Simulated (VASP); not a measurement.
Input of a VASP 6.6.1 run:

File INCAR:

```
SYSTEM = H
PREC = Accurate ; ENCUT = 500
EDIFF = 1E-6 ; ISMEAR = -1
SIGMA = 0.1 ; LREAL = .False.
LASPH = .True. ; NELM = 120
ALGO = Normal ; ISIF = 2
LWAVE = .False. ; LCHARG = .False.
GGA = PE ; NBANDS = 14
GGA_COMPAT = .False.
```

The input KPOINTS:

```
Automatic mesh
0
Gamma
  2 2 2
  0 0 0
```

Contents of POSCAR:

```
H
1.0
    3.0145473100      0.0000000000      0.0000000000
    0.0000000000      3.0145473100      0.0000000000
    0.0000000000      0.0000000000      3.0145473100
H
8
Direct
    0.5000000000      0.5000000000      0.0000000000
    0.0000000000      0.0000000000      0.0000000000
    0.5000000000      0.0000000000      0.5000000000
    0.0000000000      0.5000000000      0.5000000000
    0.7500000000      0.2500000000      0.2500000000
    0.2500000000      0.7500000000      0.2500000000
    0.7500000000      0.7500000000      0.7500000000
    0.2500000000      0.2500000000      0.7500000000
```

Potentials or basis: VASP PAW PBE potentials, release 64 (H).

Launch:

```bash
$ cat potpaw_PBE.64/H/POTCAR > POTCAR
$ mpirun -np 1 vasp_std > vasp.out
```

(1) What does it give for the pressure?

(2) What does it give for the band gap on the k mesh?

Results:

(1) 7.5 GPa.

(2) zero (bands 4 and 5 overlap by 0.99 eV).

Caveat: the k points lie up to 1.04 Å⁻¹ apart, too coarse for converged energies and pressures of a metal.
